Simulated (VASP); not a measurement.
Wanted: the native input for a VASP 6.6.1 run.

```
Task                   : single point
Functional             : LDA
Potentials or basis    : VASP PAW LDA potentials, release 64 (Zr_sv, B)
Cutoff                 : 520 eV
k mesh                 : 18 × 18 × 18
Occupations            : gaussian, width 0.15 eV
Spin                   : no spin polarisation
Dipole correction      : no
Further INCAR settings : ALGO = Normal; EDIFF = 1e-06; NBANDS = 14
```

The structure of ZrB lies in POSCAR:

```
ZrB
1.0
    0.0000000000      2.4582169331      2.6118554914
    2.4582169331      0.0000000000      2.6118554914
    2.4582169331      2.4582169331      0.0000000000
Zr B
1 1
Direct
    0.0000000000      0.0000000000      0.0000000000
    0.5000000000      0.5000000000      0.5000000000
```

This cell differs from its parent crystal: volume 15.783 Å^3 an atom, c/a of the conventional cell 1.0625.

The input as run:

INCAR

```
SYSTEM = ZrB
PREC = Accurate ; ENCUT = 520
EDIFF = 1E-6 ; ISMEAR = 0
SIGMA = 0.15 ; LREAL = .False.
LASPH = .True. ; NELM = 60
ALGO = Normal ; ISIF = 2
LWAVE = .False. ; LCHARG = .False.
GGA = CA ; NBANDS = 14
```

KPOINTS

```
Automatic mesh
0
Gamma
  18 18 18
  0 0 0
```

Potentials or basis: VASP PAW LDA potentials, release 64 (Zr_sv, B).

Run with:

```sh
$ cat potpaw_LDA.64/Zr_sv/POTCAR potpaw_LDA.64/B/POTCAR > POTCAR
$ mpirun -np 1 vasp_std > vasp.out
```

It gave:

| Item | Value |
| --- | --- |
| Pressure | -14.9 GPa |

Wall time 2.7 min on 1 thread of AMD EPYC 9R45 (Zen 5) (shared host), peak memory 0.29 GiB.
